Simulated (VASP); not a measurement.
Wanted: the native input for a VASP 6.6.1 run.

```yaml
Task: single point
Functional: r2SCAN
Potentials_or_basis: VASP PAW PBE potentials, release 64 (Mg_sv, O)
Cutoff: 750 eV
k_mesh: 10 × 10 × 10
Occupations: gaussian, width 0.01 eV
Spin: no spin polarisation
Dipole_correction: no
Mended: yes
Further_INCAR_settings: ALGO = Normal; EDIFF = 1e-06; NBANDS = 15
```

MgO:

```xyz
2
Lattice="2.6118 0.0000 0.0000 0.0000 2.6233 0.0000 0.0000 0.0000 2.6233" Properties=species:S:1:pos:R:3 pbc="T T T"
Mg    0.0000    0.0000    0.0000
O     1.3059    1.3117    1.3117
```

This cell differs from its parent crystal: uniaxial x strain -0.4%.

These files were run (other wordings do the same):

POSCAR

```
MgO
1.0
    2.6118063923      0.0000000000      0.0000000000
    0.0000000000      2.6233491285      0.0000000000
    0.0000000000      0.0000000000      2.6233491285
Mg O
1 1
Direct
    0.0000000000      0.0000000000      0.0000000000
    0.5000000000      0.5000000000      0.5000000000
```

INCAR.step1

```
ALGO = Normal
EDIFF = 1E-5
ENCUT = 750
GGA = PE
GGA_COMPAT = F
ISMEAR = 0
LASPH = T
LCHARG = F
LREAL = F
LWAVE = T
NBANDS = 15
NELM = 120
PREC = Accurate
SIGMA = 0.01
```

INCAR.step2

```
ALGO = Normal
EDIFF = 1E-6
ENCUT = 750
GGA_COMPAT = F
ISIF = 2
ISMEAR = 0
ISTART = 1
LASPH = T
LCHARG = F
LMIXTAU = T
LREAL = F
LWAVE = F
METAGGA = R2SCAN
NBANDS = 15
NELM = 120
PREC = Accurate
SIGMA = 0.01
```

KPOINTS

```
k-points
0
Gamma
  10 10 10
```

Potentials or basis: VASP PAW PBE potentials, release 64 (Mg_sv, O).

The run is started by

```bash
$ cat potpaw_PBE.64/Mg_sv/POTCAR potpaw_PBE.64/O/POTCAR > POTCAR
$ cp INCAR.step1 INCAR
$ mpirun -np 1 vasp_std > vasp.out
$ cp INCAR.step2 INCAR
$ mpirun -np 1 vasp_std > vasp.out
```

Results of the run:

```yaml
Pressure: 0.8 GPa
Band_gap_on_the_k_mesh: 3.54 eV (least direct gap 4.58 eV)
```

Caveat: the cell differs from its parent crystal (uniaxial x strain -0.4%); the PAW data sets were made with another functional, which shifts forces and pressure a little.

Run time: 2.1 min on 1 thread of AMD EPYC 7R13 Processor (Zen 3), on a shared host, peak memory 0.15 GiB.
